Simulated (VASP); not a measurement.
## Se: single point with PBE

Se:

```
Se
1.0
     5.98017    0.00000    0.00000
     0.00000    5.98017    0.00000
     0.00000    0.00000    5.98017
Se
8
Direct
  0.50000 0.50000 0.50000
  0.00000 0.00000 0.00000
  0.25000 0.00000 0.50000
  0.50000 0.25000 0.00000
  0.50000 0.75000 0.00000
  0.75000 0.00000 0.50000
  0.00000 0.50000 0.75000
  0.00000 0.50000 0.25000
```

```yaml
Program: VASP 6.6.1
Task: single point
Functional: PBE
Potentials_or_basis: VASP PAW PBE potentials, release 64 (Se)
Cutoff: 520 eV
k_mesh: 4 × 4 × 4
Occupations: gaussian, width 0.1 eV
Spin: no spin polarisation
```

| Property | Result |
| --- | --- |
| Pressure | -9.1 GPa |
| Band gap on the k mesh | zero (bands 24 and 25 overlap by 0.64 eV) |

Levels at points of the mesh, in eV from the Fermi level:
```
           k point  band 21  band 22  band 23  band 24  band 25  band 26  band 27  band 28
(0.00, 0.00, 0.00)    -0.12    -0.12    -0.12     0.16     0.16     0.16     0.98     0.98
(0.50, 0.00, 0.00)    -0.83    -0.83    -0.49    -0.49     0.10     0.10     0.95     0.95
(0.50, 0.50, 0.00)    -0.86    -0.40    -0.23    -0.23     0.19     0.19     0.27     0.28
(0.50, 0.50, 0.50)    -0.62    -0.62    -0.48    -0.48    -0.48    -0.48    -0.16    -0.16
```

Run time: 2.4 min on 1 thread of Oxide Virtual Turin-like Processor (shared host), peak memory 0.29 GiB.

Caveat: the cell stands under tension.
